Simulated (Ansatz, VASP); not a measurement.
# Rb2H3: VASP beside Ansatz

```
Rb H
1.0
     4.93494    0.00000    0.00000
    -2.46747    4.27379    0.00000
     0.00000    0.00000    5.99874
Rb H
2 3
Direct
  0.33333 0.66667 0.23382
  0.66667 0.33333 0.76618
  0.00000 0.00000 0.00000
  0.33333 0.66667 0.73628
  0.66667 0.33333 0.26372
```

Alike in both runs: functional PBE; k mesh 12 × 12 × 6; occupations gaussian, width 0.1 eV; no spin polarisation.

Ansatz relaxed the structure, and its values are those at the end. VASP's run is a single point on that final structure, the one shown.

|  | VASP | Ansatz |
| --- | --- | --- |
| version | VASP 6.6.1 | Ansatz 0.2.0 |
| potentials or method | VASP PAW PBE potentials, release 64 (Rb_sv, H), cutoff 520 eV | scalar-relativistic, plane waves, PAW |
| valence electrons in the cell | 21 | 21 |

```csv
,VASP,Ansatz,Ansatz less VASP
gap on the k mesh at the Fermi level (eV),none,none,-
pressure (GPa),0.0,0.0,+0.02
```

A gap of «none» marks a metal or a gap that the smearing closes.
